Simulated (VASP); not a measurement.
# KBr (Pm-3m) in VASP: a series of runs

Runs on KBr. Level: r2SCAN. Tasks: single point.

Everything below comes from runs of VASP 6.6.1. Logs are shortened: lines on timing, memory, paths and dates and some standing lists are left out, and cuts for length are marked.

## Step 1: The cell of the first run

Symmetry: Pm-3m, No. 221, cubic system. Conventional cell: a = 3.895 Å, b = 3.895 Å, c = 3.895 Å, α = 90.00°, β = 90.00°, γ = 90.00°. Within 4.4 Å of K (site symmetry m-3m) lie 8 Br at 3.37 Å and 6 K at 3.90 Å. Within 4.4 Å of Br (site symmetry m-3m) lie 8 K at 3.37 Å and 6 Br at 3.90 Å.

## Step 2: Single point, r2SCAN (volume changed by -6%)

The input, POSCAR:

```
KBr
1.0
    3.8950844712      0.0000000000      0.0000000000
    0.0000000000      3.8950844712      0.0000000000
    0.0000000000      0.0000000000      3.8950844712
K Br
1 1
Direct
    0.0000000000      0.0000000000      0.0000000000
    0.5000000000      0.5000000000      0.5000000000
```

The input, INCAR.step1:

```
SYSTEM = KBr
PREC     = Accurate       ! precision mode
ENCUT    = 520            ! plane-wave cutoff, eV
ISMEAR   = 0              ! smearing method
SIGMA    = 0.01           ! smearing width, eV
LREAL    = .FALSE.        ! projectors in reciprocal space
LASPH    = .TRUE.         ! aspherical terms in the spheres
NELM     = 60             ! most SCF steps
NBANDS   = 15             ! bands
GGA      = PE             ! functional
ALGO     = Normal         ! electronic algorithm
EDIFF    = 1E-4           ! SCF threshold, eV
LWAVE    = .TRUE.         ! write WAVECAR
LCHARG   = .FALSE.        ! write CHGCAR
```

The input, INCAR.step2:

```
SYSTEM = KBr
PREC     = Accurate       ! precision mode
ENCUT    = 520            ! plane-wave cutoff, eV
EDIFF    = 1E-6           ! SCF threshold, eV
ISMEAR   = 0              ! smearing method
SIGMA    = 0.01           ! smearing width, eV
LREAL    = .FALSE.        ! projectors in reciprocal space
LASPH    = .TRUE.         ! aspherical terms in the spheres
NELM     = 60             ! most SCF steps
ALGO     = Normal         ! electronic algorithm
ISIF     = 2              ! what is computed and relaxed
LWAVE    = .FALSE.        ! write WAVECAR
LCHARG   = .FALSE.        ! write CHGCAR
METAGGA  = R2SCAN         ! meta-GGA
LMIXTAU  = .TRUE.       
NBANDS   = 15             ! bands
ISTART   = 1
```

The input, KPOINTS:

```
Automatic mesh
0
G
  6 6 6
  0 0 0
```

Potentials or basis: VASP PAW PBE potentials, release 64 (K_sv, Br).

On the command line:

```bash
cat potpaw_PBE.64/K_sv/POTCAR potpaw_PBE.64/Br/POTCAR > POTCAR
cp INCAR.step1 INCAR
mpirun -np 1 vasp_std > vasp.out
cp INCAR.step2 INCAR
mpirun -np 1 vasp_std > vasp.out
```

OUTCAR:

```text
SYSTEM = KBr
   PREC = Accurate
   ENCUT = 520
   EDIFF = 1E-6
   ISMEAR = 0
   LREAL = .FALSE.
   LASPH = .TRUE.
   NELM = 60
   ISIF = 2
   METAGGA = R2SCAN
   ISTART = 1

 ion  position               nearest neighbor table
   1  0.000  0.000  0.000-
   2  0.500  0.500  0.500-

  LATTYP: Found a simple cubic cell.
 ALAT       =     3.8950844712

  Lattice vectors:

 A1 = (   3.8950844712,   0.0000000000,   0.0000000000)
 A2 = (   0.0000000000,   3.8950844712,   0.0000000000)
 A3 = (   0.0000000000,   0.0000000000,   3.8950844712)

Analysis of symmetry for initial positions (statically):
=====================================================================
 Subroutine PRICEL returns:
 Original cell was already a primitive cell.

 Routine SETGRP: Setting up the symmetry group for a
 simple cubic supercell.

 Subroutine GETGRP returns: Found 48 space group operations
 (whereof 48 operations were pure point group operations)
 out of a pool of 48 trial point group operations.

The static configuration has the point symmetry O_h .

Analysis of symmetry for dynamics (positions and initial velocities):
=====================================================================
 Subroutine PRICEL returns:
 Original cell was already a primitive cell.

 Routine SETGRP: Setting up the symmetry group for a
 simple cubic supercell.

 Subroutine GETGRP returns: Found 48 space group operations
 (whereof 48 operations were pure point group operations)
 out of a pool of 48 trial point group operations.

The dynamic configuration has the point symmetry O_h .

 Subroutine INISYM returns: Found 48 space group operations
 (whereof 48 operations are pure point group operations),
 and found     1 'primitive' translations

----------------------------------------------------------------------------------------

                                     Primitive cell

  volume of cell :      59.0950

  direct lattice vectors                    reciprocal lattice vectors
     3.895084471  0.000000000  0.000000000     0.256733842  0.000000000  0.000000000
     0.000000000  3.895084471  0.000000000     0.000000000  0.256733842  0.000000000
     0.000000000  0.000000000  3.895084471     0.000000000  0.000000000  0.256733842

  length of vectors
     3.895084471  3.895084471  3.895084471     0.256733842  0.256733842  0.256733842

  position of ions in fractional coordinates (direct lattice)
     0.000000000  0.000000000  0.000000000
     0.500000000  0.500000000  0.500000000

  ion indices of the primitive-cell ions
   primitive index   ion index
                 1           1
                 2           2

----------------------------------------------------------------------------------------

 KPOINTS: Automatic mesh

Automatic generation of k-mesh.
 Grid dimensions read from file:
 generate k-points for:    6    6    6

 Generating k-lattice:

  Cartesian coordinates                     Fractional coordinates (reciprocal lattice)
     0.042788974  0.000000000  0.000000000     0.166666667  0.000000000  0.000000000
     0.000000000  0.042788974  0.000000000     0.000000000  0.166666667  0.000000000
     0.000000000  0.000000000  0.042788974     0.000000000  0.000000000  0.166666667

  Length of vectors
     0.042788974  0.042788974  0.042788974

  Shift w.r.t. Gamma in fractional coordinates (k-lattice)
     0.000000000  0.000000000  0.000000000

 Subroutine IBZKPT returns following result:
 ===========================================

 Found     20 irreducible k-points:

 Following reciprocal coordinates:
            Coordinates               Weight
  0.000000  0.000000  0.000000      1.000000
  0.166667  0.000000  0.000000      6.000000
  0.333333  0.000000  0.000000      6.000000
  0.500000  0.000000  0.000000      3.000000
  0.166667  0.166667  0.000000     12.000000
  0.333333  0.166667  0.000000     24.000000
[... 12 lines left out ...]
  0.500000  0.500000  0.333333      6.000000
  0.500000  0.500000  0.500000      1.000000
   k-points           NKPTS =     20   k-points in BZ     NKDIM =     20   number of bands    NBANDS=     15
   number of dos      NEDOS =    301   number of ions     NIONS =      2
   total plane-waves  NPLWV =  27000
   dimension x,y,z NGX =    30 NGY =   30 NGZ =   30
   dimension x,y,z NGXF=    60 NGYF=   60 NGZF=   60
   ions per type =               1   1
   NGX,Y,Z   is equivalent  to a cutoff of  12.80, 12.80, 12.80 a.u.
   NGXF,Y,Z  is equivalent  to a cutoff of  25.61, 25.61, 25.61 a.u.
 SYSTEM =  KBr
   PREC   = accura    normal or accurate (medium, high low for compatibility)
   ISTART =      1    job   : 0-new  1-cont  2-samecut
   ICHARG =      0    charge: 1-file 2-atom 10-const
   ISPIN  =      1    spin polarized calculation?
   LNONCOLLINEAR =      F non collinear calculations
   LSORBIT =      F    spin-orbit coupling
   LASPH  =      T    aspherical Exc in radial PAW
   ENCUT  =  520.0 eV  38.22 Ry    6.18 a.u.   7.24  7.24  7.24*2*pi/ulx,y,z
   NELM   =     60;   NELMIN=  2; NELMDL=  0     # of ELM steps
   EDIFF  = 0.1E-05   stopping-criterion for ELM
   LREAL  =      F    real-space projection
   EDIFFG = 0.1E-04   stopping-criterion for IOM
   NSW    =      0    number of steps for IOM
   IBRION =     -1    ionic relax: 0-MD 1-quasi-New 2-CG
   NFREE  =      0    steps in history (QN), initial steepest desc. (CG)
   ISIF   =      2    stress and relaxation
   ISYM   =      2    0-nonsym 1-usesym 2-fastsym
   POTIM  = 0.5000    time-step for ionic-motion
   TEBEG  =    0.0;   TEEND  =   0.0 temperature during run
   PSTRESS=    0.0 pullay stress
   NELECT =      16.0000    total number of electrons
   NUPDOWN=      -1.0000    fix difference up-down
   EMIN   =  10.00;   EMAX   =-10.00  energy-range for DOS
   EFERMI =   0.00;   METHOD = LEGACY
   ISMEAR =     0;   SIGMA  =   0.01  broadening in eV -4-tet -1-fermi 0-gaus
   EFERMI_NEDOS =   21; number of points for ismear=-14 and -15
   IALGO  =     38    algorithm
   IMIX   =      4    mixing-type and parameters
     AMIX     =   0.40;   BMIX     =  1.00
     AMIX_MAG =   1.60;   BMIX_MAG =  1.00
  volume/ion in A,a.u.               =      29.55       199.40
  Fermi-wavevector in a.u.,A,eV,Ry     =   1.059086  2.001383 15.261157  1.121663
  Thomas-Fermi vector in A             =   2.194419
   LORBIT       =      0    0 simple, 1 ext, 2 COOP (PROOUT), +10 PAW based schemes
   METAGGA = R2SCAN    functional components
   LHFCALC =     F    Hartree Fock is set to
   AEXX    =    0.0000 exact exchange contribution
   IVDW    =     0    specifies the selected vdW correction
   LEPSILON=     F    determine dielectric tensor
   LRPA    =     F    only Hartree local field effects (RPA)
 non-spin polarized calculation
 Gauss-broadening in eV      SIGMA  =   0.01
  energy-cutoff  :      520.00
  volume of cell :       59.09
 maximum number of plane-waves:      1622
 NGX is ok and might be reduce to    30
   NGX = 15   NGY = 15   NGZ = 15

 number of electron      16.0000002 magnetization

 Free energy of the ion-electron system (eV)
  ---------------------------------------------------
  ext. energy  EPLUGINS =         0.00000000
  ---------------------------------------------------
  free energy    TOTEN  =       -23.12812187 eV

  energy without entropy =      -23.12812187  energy(sigma->0) =      -23.12812187

 E-fermi :  -0.5051     XC(G=0):  -8.7069

 val. band max:       -0.5519057277   @ k =   0.5000   0.5000   0.0000
 cond. band min:       4.4585426762   @ k =   0.0000   0.0000   0.0000
 fundamental gap:      5.0104484039
 Fermi energy:        -0.5051282670

 k-point     1 :       0.0000    0.0000    0.0000
  band No.  band energies     occupation
      1     -30.2295      2.00000
      2     -14.0261      2.00000
      3     -12.8759      2.00000
      4     -12.8759      2.00000
      5     -12.8759      2.00000
      6      -0.8527      2.00000
      7      -0.8527      2.00000
      8      -0.8527      2.00000
      9       4.4585      0.00000
     10       5.6972      0.00000
     11       5.6972      0.00000
     12      10.1157      0.00000
     13      10.1157      0.00000
     14      10.1157      0.00000
     15      12.9223      0.00000

 k-point     2 :       0.1667    0.0000    0.0000
  band No.  band energies     occupation
      1     -30.2255      2.00000
      2     -14.0712      2.00000
      3     -12.8686      2.00000
      4     -12.8686      2.00000
      5     -12.8208      2.00000
      6      -1.4850      2.00000
      7      -0.8501      2.00000
      8      -0.8501      2.00000
      9       5.1142      0.00000
     10       5.9346      0.00000
     11       6.4127      0.00000
     12      10.0386      0.00000
     13      10.0386      0.00000
     14      10.2522      0.00000
     15      11.8391      0.00000

 k-point     3 :       0.3333    0.0000    0.0000
  band No.  band energies     occupation
      1     -30.2174      2.00000
      2     -14.1602      2.00000
      3     -12.8538      2.00000
      4     -12.8538      2.00000
      5     -12.7053      2.00000
      6      -2.4482      2.00000
      7      -0.8458      2.00000
      8      -0.8458      2.00000
      9       6.3198      0.00000
     10       6.5985      0.00000
     11       7.8743      0.00000
     12      10.0561      0.00000
     13      10.0561      0.00000
     14      10.0691      0.00000
     15      10.5710      0.00000

 k-point     4 :       0.5000    0.0000    0.0000
  band No.  band energies     occupation
      1     -30.2133      2.00000
      2     -14.2041      2.00000
      3     -12.8465      2.00000
      4     -12.8465      2.00000
      5     -12.6447      2.00000
      6      -2.8486      2.00000
      7      -0.8442      2.00000
      8      -0.8442      2.00000
      9       7.1211      0.00000
     10       7.2100      0.00000
     11       8.4628      0.00000
     12       9.0371      0.00000
     13      10.2545      0.00000
     14      10.2545      0.00000
     15      10.7639      0.00000
[... 235 lines left out ...]
 k-point    18 :       0.5000    0.3333    0.3333
  band No.  band energies     occupation
      1     -30.1915      2.00000
      2     -13.6437      2.00000
      3     -12.9934      2.00000
      4     -12.9920      2.00000
      5     -12.9805      2.00000
      6      -2.2873      2.00000
      7      -1.9868      2.00000
      8      -1.8570      2.00000
      9       6.9336      0.00000
     10       7.4780      0.00000
     11       7.9012      0.00000
     12       9.5314      0.00000
     13       9.8668      0.00000
     14      10.2030      0.00000
     15      11.8586      0.00000

 k-point    19 :       0.5000    0.5000    0.3333
  band No.  band energies     occupation
      1     -30.1880      2.00000
      2     -13.5482      2.00000
      3     -13.0377      2.00000
      4     -13.0377      2.00000
      5     -12.9757      2.00000
      6      -2.2644      2.00000
      7      -2.2644      2.00000
      8      -1.9303      2.00000
      9       6.9038      0.00000
     10       7.8282      0.00000
     11       7.8282      0.00000
     12       9.3613      0.00000
     13      10.4223      0.00000
     14      10.4223      0.00000
     15      11.7627      0.00000

 k-point    20 :       0.5000    0.5000    0.5000
  band No.  band energies     occupation
      1     -30.1844      2.00000
      2     -13.5014      2.00000
      3     -13.0246      2.00000
      4     -13.0246      2.00000
      5     -13.0246      2.00000
      6      -2.2919      2.00000
      7      -2.2919      2.00000
      8      -2.2919      2.00000
      9       7.7395      0.00000
     10       7.7395      0.00000
     11       7.7395      0.00000
     12      10.1264      0.00000
     13      10.1264      0.00000
     14      10.1264      0.00000
     15      11.7895      0.00000

------------------------ aborting loop because EDIFF is reached ----------------------------------------

  FORCE on cell =-STRESS in cart. coord.  units (eV):
  Direction    XX          YY          ZZ          XY          YZ          ZX
  --------------------------------------------------------------------------------------
  -------------------------------------------------------------------------------------
  Total        0.4997727      0.4997727      0.4997727     -0.0000000      0.0000000      0.0000000
  in kB       13.5497884     13.5497884     13.5497884     -0.0000000      0.0000000      0.0000000
  external PRESSURE =      13.5497884 kB  Pullay stress =       0.0000000 kB

 VOLUME and BASIS-vectors are now :
 -----------------------------------------------------------------------------
  energy-cutoff  :      520.00
  volume of cell :       59.09
      direct lattice vectors                 reciprocal lattice vectors
     3.895084471  0.000000000  0.000000000     0.256733842  0.000000000  0.000000000
     0.000000000  3.895084471  0.000000000     0.000000000  0.256733842  0.000000000
     0.000000000  0.000000000  3.895084471     0.000000000  0.000000000  0.256733842

 POSITION                                       TOTAL-FORCE (eV/Angst)
 -----------------------------------------------------------------------------------
      0.00000      0.00000      0.00000         0.000000      0.000000      0.000000
      1.94754      1.94754      1.94754         0.000000      0.000000      0.000000
 -----------------------------------------------------------------------------------
    total drift:                                0.000000     -0.000000     -0.000000

  FREE ENERGIE OF THE ION-ELECTRON SYSTEM (eV)
  ---------------------------------------------------
  free  energy   TOTEN  =       -23.1281218657 eV

  energy  without entropy=      -23.1281218657  energy(sigma->0) =      -23.12812187
```

Wall time 86 s (1 thread of AMD EPYC 7R43 (Zen 3), shared host); peak memory 0.14 GiB.

What came out:

| Item | Value |
| --- | --- |
| Free energy | -23.1281 eV |
| Pressure | 1.4 GPa |
| Band gap on the k mesh | 5.01 eV, indirect (least direct gap 5.31 eV) |

Levels at points of the mesh, in eV from the valence-band top:
```csv
k point,band 4,band 5,band 6,band 7,band 8,band 9,band 10,band 11,band 12,band 13
"(0.00, 0.00, 0.00)",-12.32,-12.32,-0.30,-0.30,-0.30,5.01,6.25,6.25,10.67,10.67
"(0.50, 0.00, 0.00)",-12.29,-12.09,-2.30,-0.29,-0.29,7.67,7.76,9.01,9.59,10.81
"(0.50, 0.50, 0.00)",-12.52,-12.27,-1.63,-1.63,0.00,5.84,7.32,8.80,8.80,11.94
"(0.50, 0.50, 0.50)",-12.47,-12.47,-1.74,-1.74,-1.74,8.29,8.29,8.29,10.68,10.68
```

Caveat: the PAW data sets were made with another functional, which shifts forces and pressure a little. A k mesh can miss the band edges.

[end of part 1 of 3]
